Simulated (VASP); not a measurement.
The system is RbBr.

```
Rb Br
1.0
     0.00000    3.86950    3.86950
     3.86950    0.00000    3.86950
     3.86950    3.86950    0.00000
Rb Br
1 1
Direct
  0.00000 0.00000 0.00000
  0.25000 0.25000 0.25000
```

Base run:

| Property | Result |
| --- | --- |
| Program | VASP 6.6.1 |
| Functional | PBE |
| Potentials or basis | VASP PAW PBE potentials, release 64 (Rb_sv, Br) |
| Cutoff | 520 eV |
| k mesh | 4 × 4 × 4 |
| Occupations | gaussian, width 0.01 eV |
| Spin | no spin polarisation |

Its results: band gap on the k mesh 4.07 eV, indirect (least direct gap 4.16 eV); pressure 0.2 GPa.

Q: The run is repeated on the same cell with these changes: functional from PBE to r2SCAN. What comes out?

A: Band gap on the k mesh 4.65 eV, indirect (least direct gap 4.73 eV); pressure 0.0 GPa.

r2SCAN gives the wider gap, since meta-GGAs in the generalised Kohn-Sham scheme recover part of the derivative discontinuity.

Caveats: the PAW data sets were made with another functional, which shifts forces and pressure a little (some runs).

A k mesh can miss the band edges.
